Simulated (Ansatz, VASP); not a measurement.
## Two plane-wave programs on Sc11In5

```xyz
16
Lattice="9.0608 0.0000 0.0000 0.0000 9.0608 0.0000 0.0000 0.0000 4.5304" Properties=species:S:1:pos:R:3 pbc="T T T"
Sc    2.2087    2.2652    0.0000
Sc    2.2501    0.0140    2.2652
Sc    2.2929    6.7956    0.0000
Sc    2.2501    4.5164    2.2652
Sc    0.0000    6.7956    2.2652
Sc    6.8521    2.2652    0.0000
Sc    6.8108    0.0140    2.2652
Sc    4.5304    2.2652    2.2652
Sc    6.7679    6.7956    0.0000
Sc    6.8108    4.5164    2.2652
Sc    4.5304    6.7956    2.2652
In    0.0000    2.2652    2.2652
In    0.0000   -0.0318    0.0000
In    0.0000    4.5622    0.0000
In    4.5304    0.0220    0.0000
In    4.5304    4.5084    0.0000
```

Alike in both runs: functional LDA; k mesh 1 × 1 × 2; no spin polarisation.

Ansatz relaxed the structure, and its values are those at the end. VASP's run is a single point on that final structure, the one shown.

|  | VASP | Ansatz |
| --- | --- | --- |
| version | VASP 6.6.1 | Ansatz 0.2.0 |
| potentials or method | VASP PAW LDA potentials, release 64 (Sc_sv, In_d) | plane waves, PAW |
| plane-wave cutoff (eV) | 400 | 420 |
| occupations | methfessel-paxton of order 1, width 0.05 eV | cold, width 0.05 eV |
| valence electrons in the cell | 186 | 186 |

```tsv
	VASP	Ansatz	Ansatz less VASP
gap on the k mesh at the Fermi level (eV)	none	none	-
rms of the force components (eV/Å)	0.007	0.002	-0.0054
```

LDA's correlation is that of Perdew and Zunger in VASP and of Perdew and Wang (1992) in Ansatz. A gap of «none» marks a metal or a gap that the smearing closes.

The k mesh is coarse, so the values compare programs but aren't converged.
